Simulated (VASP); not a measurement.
# SnO: single point with PBEsol

The system is SnO.

```
CELL_PARAMETERS angstrom
3.31373 0.00000 0.00000
0.00000 5.70661 0.00000
0.00000 0.00000 3.89841
ATOMIC_POSITIONS crystal
Sn 0.00000 0.23366 0.52622
Sn 0.50000 0.76634 0.02622
O 0.00000 0.88535 0.72378
O 0.50000 0.11465 0.22378
```

* Program: VASP 6.6.1
* Task: single point
* Functional: PBEsol
* Potentials or basis: VASP PAW PBE potentials, release 64 (Sn_d, O_h)
* Cutoff: 1340 eV
* k mesh: 6 × 4 × 6
* Occupations: gaussian, width 0.01 eV
* Spin: no spin polarisation

```yaml
Pressure: 0.2 GPa
Largest_force: 0.072 eV/Å
Band_gap_on_the_k_mesh: 1.47 eV (least direct gap 2.18 eV)
```

Forces in eV/Å, atoms in the order of the input:
```
Sn   0.000  0.067  0.027
Sn   0.000 -0.067  0.027
O    0.000  0.000 -0.027
O    0.000  0.000 -0.027
```

Stress tensor (GPa, compression positive):
```
0.18 0.00 0.00
0.00 0.26 0.00
0.00 0.00 0.09
```

Levels at points of the mesh, in eV from the valence-band top:
```tsv
k point	band 18	band 19	band 20	band 21	band 22	band 23
(0.00, 0.00, 0.00)	-2.74	-2.26	0.00	3.20	3.23	6.25
(0.50, 0.00, 0.00)	-2.80	-1.28	-1.28	2.47	2.47	5.79
(0.00, 0.50, 0.00)	-2.77	-1.87	-1.58	3.28	4.43	5.09
(0.50, 0.50, 0.00)	-2.82	-1.09	-1.09	1.94	1.94	6.41
(0.00, 0.00, 0.50)	-3.32	-1.54	-1.54	2.49	2.49	5.47
(0.50, 0.00, 0.50)	-3.57	-1.20	-1.20	2.15	2.15	4.56
(0.00, 0.50, 0.50)	-3.13	-1.54	-1.54	1.91	1.91	5.96
(0.50, 0.50, 0.50)	-3.84	-0.47	-0.47	2.37	2.37	4.16
```

It took 5.9 min on 1 thread of Intel(R) Xeon(R) Platinum 8259CL CPU @ 2.50GHz (Skylake/Cascade Lake), on a shared host, peak memory 0.58 GiB.

Caveat: the PAW data sets were made with another functional, which shifts forces and pressure a little; spin-orbit coupling is left out, which moves the levels of the heavy elements. A k mesh can miss the band edges.
